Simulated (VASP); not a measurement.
Write the native input for VASP 6.6.1 that does the following.

```
Task                   : single point
Functional             : PBE
Potentials or basis    : VASP PAW PBE potentials, release 64 (Ba_sv)
Cutoff                 : 520 eV
k mesh                 : 15 × 15 × 15
Occupations            : fermi-dirac, width 0.1 eV
Spin                   : no spin polarisation
Dipole correction      : no
Further INCAR settings : ALGO = Normal; EDIFF = 1e-06; NBANDS = 11
```

The structure of Ba lies in POSCAR:

```
Ba
1.0
   -2.5455546448      2.5455546448      2.5455546448
    2.5455546448     -2.5455546448      2.5455546448
    2.5455546448      2.5455546448     -2.5455546448
Ba
1
Direct
    0.0000000000      0.0000000000      0.0000000000
```

This cell differs from its parent crystal: volume scaled by 1.04.

These files were run (other wordings do the same):

INCAR

```
SYSTEM = Ba
ALGO     = Normal         ! electronic algorithm
EDIFF    = 1E-6           ! SCF threshold, eV
ENCUT    = 520            ! plane-wave cutoff, eV
GGA      = PE             ! functional
ISIF     = 2              ! what is computed and relaxed
ISMEAR   = -1             ! smearing method
LASPH    = .True.         ! aspherical terms in the spheres
LCHARG   = .False.        ! write CHGCAR
LREAL    = .False.        ! projectors in reciprocal space
LWAVE    = .False.        ! write WAVECAR
NBANDS   = 11             ! bands
NELM     = 100            ! most SCF steps
PREC     = Accurate       ! precision mode
SIGMA    = 0.1            ! smearing width, eV
```

KPOINTS

```
k-points
0
Gamma
  15 15 15
  0 0 0
```

Potentials or basis: VASP PAW PBE potentials, release 64 (Ba_sv).

The run is started by

```sh
$ cat potpaw_PBE.64/Ba_sv/POTCAR > POTCAR
$ mpirun -np 1 vasp_std > vasp.out
```

Results of the run:

```yaml
Pressure: -0.3 GPa
Band_gap_on_the_k_mesh: zero (band 5 reaches 1.90 eV, above the bottom of band 6 at 1.04 eV)
```

Caveat: spin-orbit coupling is left out, which moves the levels of the heavy elements.

Wall time 66 s on 1 thread of Intel(R) Xeon(R) Platinum 8259CL CPU @ 2.50GHz (Skylake/Cascade Lake), with other jobs on the host, peak memory 0.25 GiB.
